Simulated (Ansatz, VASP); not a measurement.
**Two plane-wave programs on MoN2**

```
Mo N
1.0
     4.28665    0.00000    0.00000
     0.00000    4.28665    0.00000
     0.00000    0.00000    2.72843
Mo N
2 4
Direct
  0.50000 0.50000 0.00000
  0.00000 0.00000 0.00000
  0.88730 0.38730 0.54581
  0.11270 0.61270 0.54581
  0.38730 0.11270 0.54581
  0.61270 0.88730 0.54581
```

Change from the starting cell: all N atoms moved +0.125 Å, as atom 3 along Cartesian [0 0 1].

Alike in both runs: task single point; functional PBEsol; k mesh 12 × 12 × 18; occupations gaussian, width 0.15 eV; no spin polarisation.

|  | VASP | Ansatz |
| --- | --- | --- |
| version | VASP 6.6.1 | Ansatz 0.2.0 |
| potentials or method | VASP PAW PBE potentials, release 64 (Mo_sv, N), cutoff 520 eV | scalar-relativistic, plane waves, PAW |
| valence electrons in the cell | 48 | 48 |

Ansatz gave:

- gap on the k mesh at the Fermi level (eV): none
- pressure (GPa): 2.9
- traceless stress, the component that is largest in VASP (GPa): 0.44
- rms of the force components (eV/Å): 0.320

Question: Which values does VASP return?

Answer: gap on the k mesh at the Fermi level (eV): none; pressure (GPa): 3.6; traceless stress, the component that is largest in VASP (GPa): 0.09; rms of the force components (eV/Å): 0.324.

VASP's potentials were made for PBE, not for PBEsol. Atom by atom the forces differ by 0.057 eV/Å (rms over components). A gap of «none» marks a metal or a gap that the smearing closes. The functional is the same, so the differences come from potentials, cutoffs and numerics.
